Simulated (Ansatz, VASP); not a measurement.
Re in VASP and in Ansatz

The input INCAR:

```
SYSTEM = Re
PREC = Accurate ; ENCUT = 520
EDIFF = 1E-6 ; ISMEAR = -1
SIGMA = 0.03 ; LREAL = .False.
LASPH = .True. ; NELM = 100
ALGO = Normal ; ISIF = 2
LWAVE = .False. ; LCHARG = .True.
LELF = .True. ; LVHAR = .True.
NBANDS = 10
```

Contents of KPOINTS:

```
regular mesh
0
Gamma
  14 14 14
  0 0 0
```

The input POSCAR:

```
Re
1.0
    0.0000000000      1.9683945995      1.9683945995
    1.9683945995      0.0000000000      1.9683945995
    1.9683945995      1.9683945995      0.0000000000
Re
1
Direct
    0.0000000000      0.0000000000      0.0000000000
```

Input for Ansatz:

```yaml
crystal:
  lattice:
    - [0.0, 1.9683945995, 1.9683945995]
    - [1.9683945995, 0.0, 1.9683945995]
    - [1.9683945995, 1.9683945995, 0.0]
  atoms:
    - { symbol: Re, position: [0.0, 0.0, 0.0] }
kpoints:
  mp_grid: { grid: [14, 14, 14] }
  band_path:
    path:
      - [0.0, 0.0, 0.0]
      - [0.5, 0.0, 0.5]
      - [0.625, 0.25, 0.625]
      - [0.375, 0.375, 0.75]
      - [0.0, 0.0, 0.0]
      - [0.5, 0.5, 0.5]
      - [0.5, 0.25, 0.75]
      - [0.5, 0.0, 0.5]
    npoints: 5
scf:
  occupations: { method: fermi_dirac, width: 0.03 }
hamiltonian:
  xc: lda
  pseudopotentials: { kind: all_electron, lapw: { basis_error: 0.001 } }
output:
  forces: true
  stress: true
  eigenvalues: true
```

Change from the starting cell: volume scaled by 0.99.

Alike in both runs: task single point; functional LDA; k mesh 14 × 14 × 14; occupations fermi-dirac, width 0.03 eV; no spin polarisation.

|  | VASP | Ansatz |
| --- | --- | --- |
| version | VASP 6.6.1 | Ansatz 0.2.0 |
| potentials or method | VASP PAW LDA potentials, release 64 (Re), cutoff 520 eV | all-electron LAPW, scalar-relativistic |

VASP gave:

| Item | Value |
| --- | --- |
| pressure (GPa) | -20.2 |

Q: Estimate Ansatz's values.

A: Pressure (GPa): -20.8.

LDA's correlation is that of Perdew and Zunger in VASP and of Perdew and Wang (1992) in Ansatz. Ansatz ran all-electron here, and VASP with PAW potentials.

Spin-orbit coupling is off throughout.
